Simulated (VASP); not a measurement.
Input of a VASP 6.6.1 run:

INCAR

```
SYSTEM = Be3Bi2
PREC     = Accurate       ! precision mode
ENCUT    = 520            ! plane-wave cutoff, eV
EDIFF    = 1E-7           ! SCF threshold, eV
ISMEAR   = 0              ! smearing method
SIGMA    = 0.1            ! smearing width, eV
LREAL    = .False.        ! projectors in reciprocal space
LASPH    = .True.         ! aspherical terms in the spheres
NELM     = 100            ! most SCF steps
ALGO     = Fast           ! electronic algorithm
ISIF     = 2              ! what is computed and relaxed
LWAVE    = .False.        ! write WAVECAR
LCHARG   = .False.        ! write CHGCAR
GGA      = PE             ! functional
NBANDS   = 26             ! bands
```

File KPOINTS:

```
Automatic mesh
0
Gamma
  12 12 8
  0 0 0
```

The input POSCAR:

```
Be3Bi2
1.0
    5.0029823916      0.0000000000      0.0000000000
   -2.5014911958      4.3327098458      0.0000000000
    0.0000000000      0.0000000000      5.3636793421
Be Bi
3 2
Direct
    0.3333333333      0.6666666667      0.5000000000
    0.6666666667      0.3333333333      0.5000000000
    0.0000000000      0.0000000000      0.5000000000
    0.3333333333      0.6666666667      0.0000000000
    0.6666666667      0.3333333333      0.0000000000
```

Potentials or basis: VASP PAW PBE potentials, release 64 (Be, Bi_d).

The run is started by

```sh
$ cat potpaw_PBE.64/Be/POTCAR potpaw_PBE.64/Bi_d/POTCAR > POTCAR
$ mpirun -np 1 vasp_std > vasp.out
```

**Question.** Predict the pressure.

**Answer.** 0.0 GPa.

**Question.** What does it give for the band gap on the k mesh?

**Answer.** Zero (bands 18 and 19 overlap by 1.89 eV).

Caveat: spin-orbit coupling is left out, which moves the levels of the heavy elements.
